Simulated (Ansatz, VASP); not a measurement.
## TePb in VASP and in Ansatz

```
CELL_PARAMETERS angstrom
4.00229 0.00000 0.00000
0.00000 4.00229 0.00000
0.00000 0.00000 4.00229
ATOMIC_POSITIONS crystal
Pb 0.00000 0.00000 0.00000
Te 0.50000 0.50000 0.50000
```

Alike in both runs: task relaxation of cell and atoms; functional BLYP; k mesh 7 × 7 × 7; occupations fermi-dirac, width 0.05 eV; no spin polarisation.

```csv
,VASP,Ansatz
version,VASP 6.6.1,Ansatz 0.2.0
potentials or method,"VASP PAW PBE potentials, release 64 (Pb_d, Te), cutoff 600 eV","all-electron LAPW, scalar-relativistic"
```

VASP gave:

```
relaxed volume (Å³/atom)                                     : 35.16
relaxed cell length with the largest relative difference (Å) : 4.127
```

Question: Estimate Ansatz's values.

Answer: Relaxed volume (Å³/atom): 35.10; relaxed cell length with the largest relative difference (Å): 4.125.

VASP's potentials were made for PBE, not for BLYP. Ansatz ran all-electron here, and VASP with PAW potentials.

Spin-orbit coupling is off throughout.
